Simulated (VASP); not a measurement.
A run of VASP 6.6.1:

INCAR

```
SYSTEM = AlN
PREC     = Accurate       ! precision mode
ENCUT    = 600            ! plane-wave cutoff, eV
EDIFF    = 1E-6           ! SCF threshold, eV
ISMEAR   = 0              ! smearing method
SIGMA    = 0.05           ! smearing width, eV
LREAL    = .False.        ! projectors in reciprocal space
LASPH    = .True.         ! aspherical terms in the spheres
NELM     = 120            ! most SCF steps
ALGO     = Normal         ! electronic algorithm
ISIF     = 2              ! what is computed and relaxed
LWAVE    = .False.        ! write WAVECAR
LCHARG   = .False.        ! write CHGCAR
GGA      = PE             ! functional
NBANDS   = 16             ! bands
GGA_COMPAT= .False.
```

The input KPOINTS:

```
Automatic mesh
0
Gamma
  7 7 4
  0 0 0
```

File POSCAR:

```
AlN
1.0
    3.1529146027      0.0000000000      0.0000000000
   -1.5764573013      2.7305070973      0.0000000000
    0.0000000000      0.0000000000      4.8556834564
Al N
2 2
Direct
    0.3333333333      0.6666666667      0.0000000000
    0.6666666667      0.3333333333      0.5000000000
    0.3333333333      0.6666666667      0.3800000000
    0.6666666667      0.3333333333      0.8800000000
```

Potentials or basis: VASP PAW PBE potentials, release 64 (Al, N).

The run is started by

```console
$ cat potpaw_PBE.64/Al/POTCAR potpaw_PBE.64/N/POTCAR > POTCAR
$ mpirun -np 1 vasp_std > vasp.out
```

Hardware: 1 thread of Intel(R) Xeon(R) Platinum 8488C (Sapphire Rapids), with other jobs on the host.

Question: Estimate the wall time of this run.

Answer: Run time: 14 s on 1 thread of Intel(R) Xeon(R) Platinum 8488C (Sapphire Rapids) (shared host), peak memory 0.17 GiB. Counts: scf iterations 13, k points 24.
